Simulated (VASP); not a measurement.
Input of a VASP 6.6.1 run:

The input INCAR:

```
PREC     = Accurate       # precision mode
ENCUT    = 520            # plane-wave cutoff, eV
EDIFF    = 1E-6           # SCF threshold, eV
ISMEAR   = 0              # smearing method
SIGMA    = 0.1            # smearing width, eV
LREAL    = F              # projectors in reciprocal space
LASPH    = T              # aspherical terms in the spheres
NELM     = 100            # most SCF steps
ALGO     = Normal         # electronic algorithm
ISIF     = 2              # what is computed and relaxed
LWAVE    = F              # write WAVECAR
LCHARG   = T              # write CHGCAR
GGA      = PS             # functional
LELF     = T              # ELF
LVHAR    = T            
NBANDS   = 42             # bands
```

KPOINTS

```
regular mesh
0
Gamma
  10 6 10
```

Contents of POSCAR:

```
TiSi
1.0
    3.5547491988      0.0000000000      0.0000000000
    0.0000000000      7.4884469147      0.0000000000
    0.0000000000      0.0000000000      3.9922375503
Ti Si
4 4
Direct
    0.0000000000      0.5000000000      0.0507500000
    0.5000000000      0.5000000000      0.5507500000
    0.5000000000      0.0000000000      0.5507500000
    0.0000000000      0.0000000000      0.0507500000
    0.0000000000      0.7500000000      0.5507500000
    0.0000000000      0.2500000000      0.5507500000
    0.5000000000      0.2500000000      0.0507500000
    0.5000000000      0.7500000000      0.0507500000
```

Potentials or basis: VASP PAW PBE potentials, release 64 (Ti_sv, Si).

The run is started by

```bash
$ cat potpaw_PBE.64/Ti_sv/POTCAR potpaw_PBE.64/Si/POTCAR > POTCAR
$ mpirun -np 1 vasp_std > vasp.out
```

Predict the band gap on the k mesh.

zero (band 32 reaches 11.85 eV, above the bottom of band 33 at 10.70 eV).

What does it give for the pressure?

9.8 GPa.

Stress tensor (GPa, compression positive):
```
9.87 0.00 0.00
0.00 9.93 0.00
0.00 0.00 9.73
```

Caveat: the PAW data sets were made with another functional, which shifts forces and pressure a little.
